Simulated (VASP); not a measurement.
# Si4B (Im-3m) in VASP: relaxation of cell and atoms with PBEsol

Aim: the relaxation of cell and atoms of Si4B with PBEsol.

Program: VASP 6.6.1. These are calculated values, not measurements. Logs are shortened: lines on timing, memory, paths and dates and some standing lists are left out, and cuts for length are marked.

## (1) The cell of the first run

The structure is cubic, space group Im-3m (No. 229). Conventional cell: a = 5.192 Å, b = 5.192 Å, c = 5.192 Å, α = 90.00°, β = 90.00°, γ = 90.00°. Si (site symmetry -3m) has 2 B at 2.25 Å and 6 Si at 2.60 Å within 3.0 Å. Within 3.0 Å of B (site symmetry m-3m) lie 8 Si at 2.25 Å.

## (2) Relaxation of cell and atoms, PBEsol

INCAR

```
SYSTEM = Si4B
ALGO = Normal
EDIFF = 1E-7
EDIFFG = -0.005
ENCUT = 600
GGA = PS
IBRION = 2
ISIF = 3
ISMEAR = 0
LASPH = .TRUE.
LCHARG = .FALSE.
LREAL = .FALSE.
LWAVE = .FALSE.
NELM = 100
NSW = 100
PREC = Accurate
SIGMA = 0.1
```

KPOINTS

```
k-points
0
G
  10 10 10
  0 0 0
```

POSCAR

```
Si4B
1.0
   -2.5959489000      2.5959489000      2.5959489000
    2.5959489000     -2.5959489000      2.5959489000
    2.5959489000      2.5959489000     -2.5959489000
Si B
4 1
Direct
    0.0000000000      0.0000000000      0.5000000000
    0.0000000000      0.5000000000      0.0000000000
    0.5000000000      0.0000000000      0.0000000000
    0.5000000000      0.5000000000      0.5000000000
    0.0000000000      0.0000000000      0.0000000000
```

Potentials or basis: VASP PAW PBE potentials, release 64 (Si, B).

Started as:

```sh
cat potpaw_PBE.64/Si/POTCAR potpaw_PBE.64/B/POTCAR > POTCAR
mpirun -np 1 vasp_std > vasp.out
```

OUTCAR:

```text
SYSTEM = Si4B
   EDIFF = 1E-7
   EDIFFG = -0.005
   ENCUT = 600
   GGA = PS
   IBRION = 2
   ISIF = 3
   ISMEAR = 0
   LASPH = .TRUE.
   LREAL = .FALSE.
   NELM = 100
   NSW = 100
   PREC = Accurate

 ion  position               nearest neighbor table
   1  0.000  0.000  0.500-   5 2.25   5 2.25   4 2.60   2 2.60   3 2.60   2 2.60   3 2.60   4 2.60

   2  0.000  0.500  0.000-   5 2.25   5 2.25   4 2.60   1 2.60   3 2.60   1 2.60   4 2.60   3 2.60

   3  0.500  0.000  0.000-   5 2.25   5 2.25   4 2.60   1 2.60   4 2.60   2 2.60   1 2.60   2 2.60

   4  0.500  0.500  0.500-   5 2.25   5 2.25   3 2.60   1 2.60   3 2.60   2 2.60   1 2.60   2 2.60

   5  0.000  0.000  0.000-   1 2.25   2 2.25   3 2.25   4 2.25   1 2.25   2 2.25   3 2.25   4 2.25

  LATTYP: Found a body centered cubic cell.
 ALAT       =     5.1918978000

  Lattice vectors:

 A1 = (  -2.5959489000,   2.5959489000,   2.5959489000)
 A2 = (   2.5959489000,  -2.5959489000,   2.5959489000)
 A3 = (   2.5959489000,   2.5959489000,  -2.5959489000)

Analysis of symmetry for initial positions (statically):
=====================================================================
 Subroutine PRICEL returns:
 Original cell was already a primitive cell.

 Routine SETGRP: Setting up the symmetry group for a
 body centered cubic supercell.

 Subroutine GETGRP returns: Found 48 space group operations
[... 9 lines left out ...]

 Routine SETGRP: Setting up the symmetry group for a
 body centered cubic supercell.

 Subroutine GETGRP returns: Found 48 space group operations
 (whereof 48 operations were pure point group operations)
 out of a pool of 48 trial point group operations.

The dynamic configuration has the point symmetry O_h .

 Subroutine INISYM returns: Found 48 space group operations
 (whereof 48 operations are pure point group operations),
 and found     1 'primitive' translations

----------------------------------------------------------------------------------------

                                     Primitive cell

  volume of cell :      69.9759

  direct lattice vectors                    reciprocal lattice vectors
    -2.595948900  2.595948900  2.595948900     0.000000000  0.192607797  0.192607797
     2.595948900 -2.595948900  2.595948900     0.192607797  0.000000000  0.192607797
     2.595948900  2.595948900 -2.595948900     0.192607797  0.192607797  0.000000000

  length of vectors
     4.496315389  4.496315389  4.496315389     0.272388559  0.272388559  0.272388559

  position of ions in fractional coordinates (direct lattice)
     0.000000000  0.000000000  0.500000000
     0.000000000  0.500000000  0.000000000
     0.500000000  0.000000000  0.000000000
     0.500000000  0.500000000  0.500000000
     0.000000000  0.000000000  0.000000000

  ion indices of the primitive-cell ions
   primitive index   ion index
                 1           1
                 2           2
                 3           3
                 4           4
                 5           5

----------------------------------------------------------------------------------------

 KPOINTS: k-points

Automatic generation of k-mesh.
 Grid dimensions read from file:
 generate k-points for:   10   10   10

 Generating k-lattice:

  Cartesian coordinates                     Fractional coordinates (reciprocal lattice)
     0.000000000  0.019260780  0.019260780     0.100000000  0.000000000  0.000000000
     0.019260780  0.000000000  0.019260780     0.000000000  0.100000000  0.000000000
     0.019260780  0.019260780  0.000000000     0.000000000  0.000000000  0.100000000

  Length of vectors
     0.027238856  0.027238856  0.027238856

  Shift w.r.t. Gamma in fractional coordinates (k-lattice)
     0.000000000  0.000000000  0.000000000

 Subroutine IBZKPT returns following result:
 ===========================================

 Found     47 irreducible k-points:

 Following reciprocal coordinates:
            Coordinates               Weight
  0.000000  0.000000  0.000000      1.000000
  0.100000  0.000000  0.000000     12.000000
  0.200000  0.000000  0.000000     12.000000
  0.300000  0.000000  0.000000     12.000000
  0.400000  0.000000  0.000000     12.000000
  0.500000  0.000000  0.000000      6.000000
[... 16 lines left out ...]
  0.300000  0.300000  0.100000      8.000000
 -0.300000  0.300000  0.100000     24.000000
 [... further k-points ...]
   k-points           NKPTS =     47   k-points in BZ     NKDIM =     47   number of bands    NBANDS=     13
   number of dos      NEDOS =    301   number of ions     NIONS =      5
   total plane-waves  NPLWV =  46656
   dimension x,y,z NGX =    36 NGY =   36 NGZ =   36
   dimension x,y,z NGXF=    72 NGYF=   72 NGZF=   72
   ions per type =               4   1
   NGX,Y,Z   is equivalent  to a cutoff of  13.31, 13.31, 13.31 a.u.
   NGXF,Y,Z  is equivalent  to a cutoff of  26.62, 26.62, 26.62 a.u.
 SYSTEM =  Si4B
   PREC   = accura    normal or accurate (medium, high low for compatibility)
   ISTART =      0    job   : 0-new  1-cont  2-samecut
   ICHARG =      2    charge: 1-file 2-atom 10-const
   ISPIN  =      1    spin polarized calculation?
   LNONCOLLINEAR =      F non collinear calculations
   LSORBIT =      F    spin-orbit coupling
   LASPH  =      T    aspherical Exc in radial PAW
   ENCUT  =  600.0 eV  44.10 Ry    6.64 a.u.   8.98  8.98  8.98*2*pi/ulx,y,z
   NELM   =    100;   NELMIN=  2; NELMDL= -5     # of ELM steps
   EDIFF  = 0.1E-06   stopping-criterion for ELM
   LREAL  =      F    real-space projection
   EDIFFG = -.5E-02   stopping-criterion for IOM
   NSW    =    100    number of steps for IOM
   IBRION =      2    ionic relax: 0-MD 1-quasi-New 2-CG
   NFREE  =      1    steps in history (QN), initial steepest desc. (CG)
   ISIF   =      3    stress and relaxation
   ISYM   =      2    0-nonsym 1-usesym 2-fastsym
   POTIM  = 0.5000    time-step for ionic-motion
   TEBEG  =    0.0;   TEEND  =   0.0 temperature during run
   PSTRESS=    0.0 pullay stress
   NELECT =      19.0000    total number of electrons
   NUPDOWN=      -1.0000    fix difference up-down
   EMIN   =  10.00;   EMAX   =-10.00  energy-range for DOS
   EFERMI =   0.00;   METHOD = LEGACY
   ISMEAR =     0;   SIGMA  =   0.10  broadening in eV -4-tet -1-fermi 0-gaus
   EFERMI_NEDOS =   21; number of points for ismear=-14 and -15
   IALGO  =     38    algorithm
   IMIX   =      4    mixing-type and parameters
     AMIX     =   0.40;   BMIX     =  1.00
     AMIX_MAG =   1.60;   BMIX_MAG =  1.00
  volume/ion in A,a.u.               =      14.00        94.44
  Fermi-wavevector in a.u.,A,eV,Ry     =   1.060091  2.003282 15.290137  1.123793
  Thomas-Fermi vector in A             =   2.195460
   LORBIT       =      0    0 simple, 1 ext, 2 COOP (PROOUT), +10 PAW based schemes
   GGA     = PS    functional components
   LHFCALC =     F    Hartree Fock is set to
   AEXX    =    0.0000 exact exchange contribution
   IVDW    =     0    specifies the selected vdW correction
   LEPSILON=     F    determine dielectric tensor
   LRPA    =     F    only Hartree local field effects (RPA)
 conjugate gradient relaxation of ions
 non-spin polarized calculation
 Gauss-broadening in eV      SIGMA  =   0.10
  energy-cutoff  :      600.00
  volume of cell :       69.98
 maximum number of plane-waves:      2382
   NGX = 17   NGY = 17   NGZ = 17

--------------------------------------- Ionic step        1  -------------------------------------------

 number of electron      18.9999999 magnetization

 Free energy of the ion-electron system (eV)
  ---------------------------------------------------
  ext. energy  EPLUGINS =         0.00000000
  ---------------------------------------------------
  free energy    TOTEN  =       -27.37038005 eV

  energy without entropy =      -27.36266115  energy(sigma->0) =      -27.36652060

------------------------ aborting loop because EDIFF is reached ----------------------------------------

  FORCE on cell =-STRESS in cart. coord.  units (eV):
  Direction    XX          YY          ZZ          XY          YZ          ZX
  --------------------------------------------------------------------------------------
  -------------------------------------------------------------------------------------
  Total       -1.6411678     -1.6411678     -1.6411678      0.0000000      0.0000000      0.0000000
  in kB      -37.5763994    -37.5763994    -37.5763994      0.0000000      0.0000000      0.0000000
  external PRESSURE =     -37.5763994 kB  Pullay stress =       0.0000000 kB

 VOLUME and BASIS-vectors are now :
 -----------------------------------------------------------------------------
  energy-cutoff  :      600.00
  volume of cell :       69.98
      direct lattice vectors                 reciprocal lattice vectors
    -2.595948900  2.595948900  2.595948900     0.000000000  0.192607797  0.192607797
     2.595948900 -2.595948900  2.595948900     0.192607797  0.000000000  0.192607797
     2.595948900  2.595948900 -2.595948900     0.192607797  0.192607797  0.000000000
[... 40 lines left out ...]
 POSITION                                       TOTAL-FORCE (eV/Angst)
 -----------------------------------------------------------------------------------
      3.83226     -1.27742      1.27742         0.000000      0.000000     -0.000000
      1.27742     -1.27742      1.27742        -0.000000      0.000000      0.000000
      3.83226      1.27742      1.27742         0.000000     -0.000000      0.000000
      1.27742      1.27742      1.27742        -0.000000     -0.000000     -0.000000
      2.55484      2.55484     -2.55484        -0.000000     -0.000000     -0.000000
 -----------------------------------------------------------------------------------
    total drift:                               -0.000000     -0.000000      0.000000

  FREE ENERGIE OF THE ION-ELECTRON SYSTEM (eV)
  ---------------------------------------------------
  free  energy   TOTEN  =       -27.3959772272 eV

  energy  without entropy=      -27.3891769643  energy(sigma->0) =      -27.39257710

--------------------------------------- Ionic step        3  -------------------------------------------

 number of electron      19.0000001 magnetization

 Free energy of the ion-electron system (eV)
  ---------------------------------------------------
  ext. energy  EPLUGINS =         0.00000000
  ---------------------------------------------------
  free energy    TOTEN  =       -27.39988653 eV

  energy without entropy =      -27.39287307  energy(sigma->0) =      -27.39637980

 E-fermi :   9.0504     XC(G=0): -11.0680

 val. band max:        9.0166705372   @ k =   0.3000   0.1000   0.1000
 cond. band min:       9.0563770682   @ k =  -0.4000   0.4000   0.1000
 fundamental gap:      0.0397065310
 Fermi energy:         9.0504345860

 k-point     1 :       0.0000    0.0000    0.0000
  band No.  band energies     occupation
      1      -5.5174      2.00000
      2       2.9141      2.00000
      3       2.9141      2.00000
      4       2.9141      2.00000
      5       4.7535      2.00000
      6       4.7535      2.00000
      7       4.7535      2.00000
      8       4.9272      2.00000
      9       5.9465      2.00000
     10       5.9465      2.00000
     11       5.9465      2.00000
     12      10.0214      0.00000
     13      10.0214      0.00000

 k-point     2 :       0.1000    0.0000    0.0000
  band No.  band energies     occupation
      1      -5.4172      2.00000
      2       2.1368      2.00000
      3       2.5451      2.00000
      4       2.9118      2.00000
      5       4.2580      2.00000
      6       4.4215      2.00000
      7       5.3167      2.00000
      8       5.5071      2.00000
      9       5.9167      2.00000
     10       6.3981      2.00000
     11       6.6339      2.00000
[... 339 lines left out ...]
 k-point    24 :      -0.3000    0.3000    0.1000
  band No.  band energies     occupation
      1      -4.5379      2.00000
      2      -0.4225      2.00000
      3       1.0668      2.00000
      4       2.0912      2.00000
      5       3.7185      2.00000
      6       4.1259      2.00000
      7       5.1302      2.00000
      8       7.4837      2.00000
      9       7.6681      2.00000
     10       8.7482      1.99998
     11       9.2291      0.01152
     12       9.8803      0.00000
     13      12.3926      0.00000

 [... further k-points ...]
[... 5 lines left out ...]
  --------------------------------------------------------------------------------------
  -------------------------------------------------------------------------------------
  Total        0.0049233      0.0049233      0.0049233      0.0000000     -0.0000000      0.0000000
  in kB        0.1167826      0.1167826      0.1167826      0.0000000     -0.0000000      0.0000000
  external PRESSURE =       0.1167826 kB  Pullay stress =       0.0000000 kB

 VOLUME and BASIS-vectors are now :
 -----------------------------------------------------------------------------
  energy-cutoff  :      600.00
  volume of cell :       67.54
      direct lattice vectors                 reciprocal lattice vectors
    -2.565532675  2.565532675  2.565532675     0.000000000  0.194891301  0.194891301
     2.565532675 -2.565532675  2.565532675     0.194891301  0.000000000  0.194891301
     2.565532675  2.565532675 -2.565532675     0.194891301  0.194891301  0.000000000

 POSITION                                       TOTAL-FORCE (eV/Angst)
 -----------------------------------------------------------------------------------
      1.28277      1.28277     -1.28277        -0.000000     -0.000000      0.000000
      1.28277     -1.28277      1.28277         0.000000     -0.000000      0.000000
     -1.28277      1.28277      1.28277        -0.000000      0.000000     -0.000000
      1.28277      1.28277      1.28277         0.000000      0.000000      0.000000
     -0.00000      0.00000      0.00000         0.000000     -0.000000     -0.000000
 -----------------------------------------------------------------------------------
    total drift:                                0.000000     -0.000000     -0.000000

  FREE ENERGIE OF THE ION-ELECTRON SYSTEM (eV)
  ---------------------------------------------------
  free  energy   TOTEN  =       -27.3998865339 eV

  energy  without entropy=      -27.3928730704  energy(sigma->0) =      -27.39637980

 reached required accuracy - stopping structural energy minimisation
```

It took 43 s on 1 thread of Intel Xeon 6975P-C (Granite Rapids), shared host; peak memory 0.22 GiB.

What came out:

| Property | Result |
| --- | --- |
| Free energy | -27.3999 eV |
| Relaxed volume | 13.51 Å³/atom |
| Relaxed cell | a = 4.444 Å, b = 4.444 Å, c = 4.444 Å, α = 109.47°, β = 109.47°, γ = 109.47° |
| Space group after relaxing (to 0.05 Å) | Im-3m (No. 229) |
| Energy gained by relaxing | 5.9 meV/atom |
| Ionic steps | 3 |
| Pressure after relaxing | 0.0 GPa |

Step by step:
```csv
step,energy change (eV),largest force (eV/Å),pressure (GPa),volume (Å³)
1,0.0000,0.0000,-3.76,69.98
2,-0.0256,0.0000,1.50,66.70
3,-0.0295,0.0000,0.01,67.54
```

Final structure:
```xyz
5
Lattice="-2.5655 2.5655 2.5655 2.5655 -2.5655 2.5655 2.5655 2.5655 -2.5655" Properties=species:S:1:pos:R:3 pbc="T T T"
Si    1.2828    1.2828   -1.2828
Si    1.2828   -1.2828    1.2828
Si   -1.2828    1.2828    1.2828
Si    1.2828    1.2828    1.2828
B     0.0000    0.0000    0.0000
```

Caveat: the PAW data sets were made with another functional, which shifts forces and pressure a little.
